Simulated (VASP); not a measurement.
# Mg3Sn2N2: single point with PBE

Crystal: Mg3Sn2N2.

```xyz
7
Lattice="4.5393 0.0000 0.0000 -2.2697 3.9312 0.0000 0.0000 0.0000 9.5678" Properties=species:S:1:pos:R:3 pbc="T T T"
Mg    0.0000    0.0000    4.7839
Mg    0.0000    0.0000    1.9174
Mg    0.0000    0.0000    7.6504
Sn    0.0000    2.6208    0.0000
Sn    2.2697    1.3104    0.0000
N     0.0000    2.6208    4.7839
N     2.2697    1.3104    4.7839
```

- Program: VASP 6.6.1
- Task: single point
- Functional: PBE
- Potentials or basis: VASP PAW PBE potentials, release 64 (Mg, Sn_d, N)
- Cutoff: 520 eV
- k mesh: 4 × 4 × 2
- Occupations: gaussian, width 0.2 eV
- Spin: no spin polarisation

```yaml
Pressure: -0.1 GPa
Largest_force: 0.011 eV/Å
Band_gap_on_the_k_mesh: zero (band 22 reaches 3.04 eV, above the bottom of band 23 at 2.87 eV)
```

Forces on the atoms (eV/Å):
```
Mg   0.000  0.000  0.000
Mg   0.000  0.000 -0.011
Mg   0.000  0.000  0.011
Sn   0.000  0.000  0.000
Sn   0.000  0.000  0.000
N    0.000  0.000  0.000
N    0.000  0.000  0.000
```

Stress tensor (GPa, compression positive):
```
-0.08  0.00  0.00
 0.00 -0.08  0.00
 0.00  0.00  0.01
```

Levels at points of the mesh, in eV from the Fermi level:
| k point | band 19 | band 20 | band 21 | band 22 | band 23 | band 24 | band 25 | band 26 |
| --- | --- | --- | --- | --- | --- | --- | --- | --- |
| (0.00, 0.00, 0.00) | -1.75 | -1.51 | -1.25 | -0.14 | -0.14 | 0.34 | 0.98 | 0.98 |
| (0.50, 0.00, 0.00) | -2.02 | -1.62 | -0.90 | -0.23 | 0.09 | 0.90 | 0.94 | 1.31 |
| (0.00, 0.00, 0.50) | -1.76 | -1.26 | -0.16 | -0.13 | -0.13 | 0.35 | 0.37 | 0.97 |
| (0.50, 0.00, 0.50) | -1.77 | -1.46 | -1.22 | -0.73 | 0.13 | 0.87 | 0.94 | 1.48 |

Run time: 31 s on 1 thread of Intel(R) Xeon(R) 6975P-C (Granite Rapids), with other jobs on the host, peak memory 0.3 GiB.

Caveat: the k points lie up to 0.40 Å⁻¹ apart; spin-orbit coupling is left out, which moves the levels of the heavy elements.
